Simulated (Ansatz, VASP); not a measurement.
**One calculation of Sn, two programs**

File INCAR:

```
ALGO = Fast
EDIFF = 1E-6
ENCUT = 520
GGA = PS
ISIF = 2
ISMEAR = 0
LASPH = T
LCHARG = T
LELF = T
LREAL = F
LVHAR = T
LWAVE = F
NBANDS = 21
NELM = 60
PREC = Accurate
SIGMA = 0.15
```

Contents of KPOINTS:

```
k-points
0
Gamma
  18 18 18
```

Contents of POSCAR:

```
Sn
1.0
   -2.8482002233      2.8482002233      1.7042197766
    2.8482002233     -2.8482002233      1.7042197766
    2.8482002233      2.8482002233     -1.7042197766
Sn
2
Direct
    0.7500000000      0.2500000000      0.5000000000
    0.0000000000      0.0000000000      0.0000000000
```

Input for Ansatz:

```yaml
crystal:
  lattice:
    - [-2.8482002233, 2.8482002233, 1.7042197766]
    - [2.8482002233, -2.8482002233, 1.7042197766]
    - [2.8482002233, 2.8482002233, -1.7042197766]
  atoms:
    - { symbol: Sn, position: [0.75, 0.25, 0.5] }
    - { symbol: Sn, position: [0.0, 0.0, 0.0] }
basis:
  ecutwfc: 420
kpoints:
  mp_grid: { grid: [18, 18, 18] }
hamiltonian:
  xc: pbesol
scf:
  occupations: { method: gaussian, width: 0.15 }
output:
  forces: true
  stress: true
  eigenvalues: true
```

Alike in both runs: task single point; functional PBEsol; k mesh 18 × 18 × 18; occupations gaussian, width 0.15 eV; no spin polarisation.

|  | VASP | Ansatz |
| --- | --- | --- |
| version | VASP 6.6.1 | Ansatz 0.2.0 |
| potentials or method | VASP PAW PBE potentials, release 64 (Sn_d), cutoff 520 eV | scalar-relativistic, plane waves, PAW |
| valence electrons in the cell | 28 | 28 |

Ansatz gave:

| Property | Result |
| --- | --- |
| gap on the k mesh at the Fermi level (eV) | none |
| pressure (GPa) | -0.7 |
| traceless stress, the component that is largest in VASP (GPa) | -2.99 |

What did VASP give for the same quantities?

gap on the k mesh at the Fermi level (eV): none; pressure (GPa): -0.8; traceless stress, the component that is largest in VASP (GPa): -3.00.

VASP's potentials were made for PBE, not for PBEsol. A gap of «none» marks a metal or a gap that the smearing closes. With one functional, cell and mesh, what is left measures potentials, basis and numerics.
